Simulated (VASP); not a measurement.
BaH6Rh: single point with PBE

Crystal: BaH6Rh.

```
Ba H Rh
1.0
     0.00000    4.14951    4.14951
     4.14951    0.00000    4.14951
     4.14951    4.14951    0.00000
Ba H Rh
1 6 1
Cartesian
  4.1495 4.1495 4.1495
  1.6521 4.1495 4.1495
  6.6469 4.1495 4.1495
  4.1495 1.6521 4.1495
  4.1495 6.6469 4.1495
  4.1495 4.1495 1.6521
  4.1495 4.1495 6.6469
  0.0000 0.0000 0.0000
```

```
Program             : VASP 6.6.1
Task                : single point
Functional          : PBE
Potentials or basis : VASP PAW PBE potentials, release 64 (Ba_sv, H, Rh_pv)
Cutoff              : 520 eV
k mesh              : 8 × 8 × 8
Occupations         : gaussian, width 0.1 eV
Spin                : collinear spin, ferromagnetic start
Starting moments    : [0.0, 0.0, 0.0, 0.0, 0.0, 0.0, 0.0, 0.4] μB
```

```json
{"Pressure": "0.1 GPa", "Largest force": "0.033 eV/Å", "Net moment": "0.93 μB per cell", "Site moments": "Ba -0.00; H +0.01; Rh +0.72 μB", "Valence electrons inside the program's atomic spheres": "Ba 7.84; H 0.55; Rh 13.88"}
```

Forces in eV/Å, atoms in the order of the input:
```
Ba   0.000  0.000  0.000
H   -0.033  0.000  0.000
H    0.033  0.000  0.000
H    0.000 -0.033  0.000
H    0.000  0.033  0.000
H    0.000  0.000 -0.033
H    0.000  0.000  0.033
Rh   0.000  0.000  0.000
```

Levels at points of the mesh, in eV from the Fermi level:
Spin up:
```csv
k point,band 12,band 13,band 14,band 15,band 16,band 17,band 18,band 19,band 20,band 21
"(0.00, 0.00, 0.00)",-0.69,-0.69,0.03,0.03,0.03,3.69,3.69,4.92,4.92,4.92
"(0.50, 0.00, 0.00)",-0.85,-0.85,-0.66,-0.65,-0.65,4.93,5.39,5.39,5.82,5.82
"(0.50, 0.50, 0.00)",-0.62,-0.62,-0.40,-0.15,-0.15,3.86,3.95,4.33,5.94,5.94
```
Spin down:
| k point | band 14 | band 15 | band 16 | band 17 | band 18 | band 19 |
| --- | --- | --- | --- | --- | --- | --- |
| (0.00, 0.00, 0.00) | 0.15 | 0.15 | 0.15 | 3.80 | 3.80 | 4.96 |
| (0.50, 0.00, 0.00) | -0.07 | -0.05 | -0.05 | 4.94 | 5.39 | 5.39 |
| (0.50, 0.50, 0.00) | -0.04 | -0.02 | -0.02 | 3.97 | 4.07 | 4.39 |

It took 5.6 min on 1 thread of Intel(R) Xeon(R) Platinum 8259CL CPU @ 2.50GHz (Skylake/Cascade Lake) (shared host), peak memory 0.53 GiB.

Caveat: spin-orbit coupling is left out, which moves the levels of the heavy elements.
